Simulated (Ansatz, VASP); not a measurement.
TePb: VASP beside Ansatz

The input INCAR:

```
  ALGO = Normal
  EDIFF = 1E-6
  ENCUT = 520
  GGA = PE
  ISIF = 2
  ISMEAR = -1
  LASPH = T
  LCHARG = T
  LELF = T
  LREAL = F
  LVHAR = T
  LWAVE = F
  NBANDS = 17
  NELM = 60
  PREC = Accurate
  SIGMA = 0.043
```

KPOINTS

```
k-points
0
Gamma
  4 4 4
```

File POSCAR:

```
TePb
1.0
    0.0000000000      3.2708968051      3.2708968051
    3.2708968051      0.0000000000      3.2708968051
    3.2708968051      3.2708968051      0.0000000000
Te Pb
1 1
Direct
    0.0000000000      0.0000000000      0.0000000000
    0.5000000000      0.5000000000      0.5000000000
```

Input for Ansatz:

```yaml
crystal:
  lattice:
    - [0.0, 3.2708968051, 3.2708968051]
    - [3.2708968051, 0.0, 3.2708968051]
    - [3.2708968051, 3.2708968051, 0.0]
  atoms:
    - { symbol: Te, position: [0.0, 0.0, 0.0] }
    - { symbol: Pb, position: [0.5, 0.5, 0.5] }
basis:
  ecutwfc: 420
kpoints:
  mp_grid: { grid: [4, 4, 4] }
hamiltonian:
  xc: pbe
scf:
  occupations: { method: fermi_dirac, width: 0.043 }
  mixing: { algorithm: msr1, ndim: 6, preconditioner: kerker }
  max_iter: 65
output:
  forces: true
  stress: true
  eigenvalues: true
```

Alike in both runs: task single point; functional PBE; k mesh 4 × 4 × 4; occupations fermi-dirac, width 0.043 eV; no spin polarisation.

|  | VASP | Ansatz |
| --- | --- | --- |
| version | VASP 6.6.1 | Ansatz 0.2.0 |
| potentials or method | VASP PAW PBE potentials, release 64 (Te, Pb_d), cutoff 520 eV | scalar-relativistic, plane waves, PAW |
| valence electrons in the cell | 20 | 30 |

|  | VASP | Ansatz | Ansatz less VASP |
| --- | --- | --- | --- |
| gap on the k mesh at the Fermi level (eV) | 0.81 | 0.80 | -0.005 |
| least direct gap on the mesh (eV) | 0.81 | 0.80 | -0.005 |
| pressure (GPa) | 0.4 | 0.5 | +0.06 |

VASP's potentials hold 20 valence electrons a cell and Ansatz's 30, so a difference there can come from the potentials and not from the codes.

Spin-orbit coupling is off throughout.
